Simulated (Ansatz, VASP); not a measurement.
# Two plane-wave programs on Ir

The input INCAR:

```
PREC = Accurate
ENCUT = 520
EDIFF = 1E-7
ISMEAR = 0
SIGMA = 0.15
LREAL = F
LASPH = T
NELM = 80
ALGO = Fast
ISIF = 2
LWAVE = F
LCHARG = F
GGA = PE
NBANDS = 16
```

Contents of KPOINTS:

```
Automatic mesh
0
Gamma
  16 16 12
```

File POSCAR:

```
Ir
1.0
    0.0000000000     -1.9351816027     -1.9351816027
    0.0000000000      1.9351816027     -1.9351816027
    3.8703632054      0.0000000000      0.0000000000
Ir
2
Direct
    0.5053224979      0.4946775021      0.4821722158
   -0.0053224979      0.0053224979      0.0178277842
```

Input for Ansatz:

```yaml
crystal:
  lattice:
    - [0.0, -1.9351816027, -1.9351816027]
    - [0.0, 1.9351816027, -1.9351816027]
    - [3.8703632054, 0.0, 0.0]
  atoms:
    - { symbol: Ir, position: [0.5053224979, 0.4946775021, 0.4821722158] }
    - { symbol: Ir, position: [-0.0053224979, 0.0053224979, 0.0178277842] }
basis:
  ecutwfc: 420
kpoints:
  mp_grid: { grid: [16, 16, 12] }
hamiltonian:
  xc: pbe
  pseudopotentials: { kind: paw, azcp: { folder: soft_1 } }
scf:
  occupations: { method: gaussian, width: 0.15 }
output:
  forces: true
  stress: true
  eigenvalues: true
  write_density: true
  write_potential: true
  elf: true
  volumetric_format: npy
```

Change from the starting cell: mode 4 frozen in at -0.021 Å and mode 6 at -0.069 Å (largest displacements).

Alike in both runs: task single point; functional PBE; k mesh 16 × 16 × 12; occupations gaussian, width 0.15 eV; no spin polarisation.

```csv
,VASP,Ansatz
version,VASP 6.6.1,Ansatz 0.2.0
potentials or method,"VASP PAW PBE potentials, release 64 (Ir), cutoff 520 eV","scalar-relativistic, plane waves, PAW"
valence electrons in the cell,18,34
```

```csv
,VASP,Ansatz,Ansatz less VASP
gap on the k mesh at the Fermi level (eV),none,none,-
pressure (GPa),4.3,3.6,-0.64
"traceless stress, the component that is largest in VASP (GPa)",1.78,1.77,-0.006
rms of the force components (eV/Å),0.997,0.984,-0.0129
```

Atom by atom the forces differ by 0.013 eV/Å (rms over components). A gap of «none» marks a metal or a gap that the smearing closes. VASP's potentials hold 18 valence electrons a cell and Ansatz's 34, so a difference there can come from the potentials and not from the codes.

Neither program's run includes spin-orbit coupling.
